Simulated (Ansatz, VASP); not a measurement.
AlCo3: VASP beside Ansatz

File INCAR:

```
  PREC = Accurate
  ENCUT = 520
  EDIFF = 1E-7
  ISMEAR = 0
  SIGMA = 0.1
  LREAL = False
  LASPH = True
  NELM = 150
  ALGO = Fast
  ISIF = 2
  LWAVE = False
  LCHARG = False
  ISPIN = 2
  MAGMOM = 0 1.48 1.48 1.48
  LORBIT = 11
  LMAXMIX = 4
  GGA = PS
  NBANDS = 27
```

The input KPOINTS:

```
regular mesh
0
Gamma
  14 14 14
```

The input POSCAR:

```
AlCo3
1.0
    3.5749480000      0.0000000000      0.0000000000
    0.0000000000      3.5749480000      0.0000000000
    0.0000000000      0.0000000000      3.5749480000
Al Co
1 3
Direct
    0.0000000000      0.0000000000      0.0000000000
    0.5000000000      0.5000000000      0.0000000000
    0.5000000000      0.0000000000      0.5000000000
    0.0000000000      0.5000000000      0.5000000000
```

Input for Ansatz:

```yaml
crystal:
  lattice:
    - [3.574948, 0.0, 0.0]
    - [0.0, 3.574948, 0.0]
    - [0.0, 0.0, 3.574948]
  atoms:
    - { symbol: Al, position: [0.0, 0.0, 0.0] }
    - { symbol: Co, position: [0.5, 0.5, 0.0], spin: 1.48 }
    - { symbol: Co, position: [0.5, 0.0, 0.5], spin: 1.48 }
    - { symbol: Co, position: [0.0, 0.5, 0.5], spin: 1.48 }
basis:
  ecutwfc: 420
kpoints:
  mp_grid: { grid: [14, 14, 14] }
hamiltonian:
  xc: pbesol
scf:
  occupations: { method: gaussian, width: 0.1 }
output:
  forces: true
  stress: true
  eigenvalues: true
  populations: true
magnetization:
  spin_polarized: true
```

Alike in both runs: task single point; functional PBEsol; k mesh 14 × 14 × 14; occupations gaussian, width 0.1 eV; collinear spin.

|  | VASP | Ansatz |
| --- | --- | --- |
| version | VASP 6.6.1 | Ansatz 0.2.0 |
| potentials or method | VASP PAW PBE potentials, release 64 (Al, Co), cutoff 520 eV | scalar-relativistic, plane waves, PAW |
| valence electrons in the cell | 30 | 54 |

Ansatz gave:

* gap on the k mesh at the Fermi level (eV): none
* pressure (GPa): -7.4
* net moment per atom (μB): 0.97
* size of the moment on the site where the two differ most (μB): 1.34

Question: What did VASP give for the same quantities?

Answer: gap on the k mesh at the Fermi level (eV): none; pressure (GPa): -7.7; net moment per atom (μB): 0.96; size of the moment on the site where the two differ most (μB): 1.31.

VASP's potentials were made for PBE, not for PBEsol. Site moments also hang on the region over which each program counts them. A gap of «none» marks a metal or a gap that the smearing closes. With one functional, cell and mesh, what is left measures potentials, basis and numerics. VASP's potentials hold 30 valence electrons a cell and Ansatz's 54, so a difference there can come from the potentials and not from the codes.
